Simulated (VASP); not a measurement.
Wanted: the native input for a VASP 6.6.1 run.

- Task: single point
- Functional: PBE
- Potentials or basis: VASP PAW PBE potentials, release 64 (Co, Cl, O)
- Cutoff: 520 eV
- k mesh: 4 × 4 × 7
- Occupations: fermi-dirac, width 0.005 eV
- Spin: collinear spin, ferromagnetic start
- Starting moments: [2.0, 0.0, 0.0, 0.0, 0.0] μB
- Dipole correction: no
- Further INCAR settings: ALGO = Normal; EDIFF = 1e-06; NBANDS = 30

The structure of CoCl2O2 lies in POSCAR:

```
CoCl2O2
1.0
    3.5808710000     -3.9269530000      0.0000000000
    3.5808710000      3.9269530000      0.0000000000
   -0.4203970000      0.0000000000      3.4576140000
Co Cl O
1 2 2
Direct
    0.0000000000      0.0000000000      0.0000000000
    0.7655230000      0.7655230000      0.4279410000
    0.2344770000      0.2344770000      0.5720590000
    0.7918370000      0.2081630000      0.0000000000
    0.2081630000      0.7918370000      0.0000000000
```

One way to write it, as run:

INCAR

```
  PREC = Accurate
  ENCUT = 520
  EDIFF = 1E-6
  ISMEAR = -1
  SIGMA = 0.005
  LREAL = False
  LASPH = True
  NELM = 150
  ALGO = Normal
  ISIF = 2
  LWAVE = False
  LCHARG = True
  ISPIN = 2
  MAGMOM = 2 0 0 0 0
  LORBIT = 11
  LMAXMIX = 4
  GGA = PE
  LELF = True
  LVHAR = True
  NBANDS = 30
```

KPOINTS

```
regular mesh
0
Gamma
  4 4 7
```

Potentials or basis: VASP PAW PBE potentials, release 64 (Co, Cl, O).

Command:

```bash
$ cat potpaw_PBE.64/Co/POTCAR potpaw_PBE.64/Cl/POTCAR potpaw_PBE.64/O/POTCAR > POTCAR
$ mpirun -np 1 vasp_std > vasp.out
```

It gave:

The pressure is -1.5 GPa. The largest force is 0.568 eV/Å, the band gap on the k mesh is zero (filled and empty bands overlap) and the net moment is 1.00 μB per cell. The site moments are Co +0.82; Cl +0.06; O -0.00 μB. The valence electrons inside the program's atomic spheres are Co 8.49; Cl 5.02; O 4.81.

Caveat: a cell with one magnetic atom can't hold antiferromagnetic order, which such compounds often take; semilocal functionals often make such compounds metallic where correlation or magnetic order opens a gap, which also shifts bond lengths.

Wall time 2.9 min on 1 thread of Intel(R) Xeon(R) Platinum 8488C (Sapphire Rapids), on a shared host, peak memory 0.33 GiB.
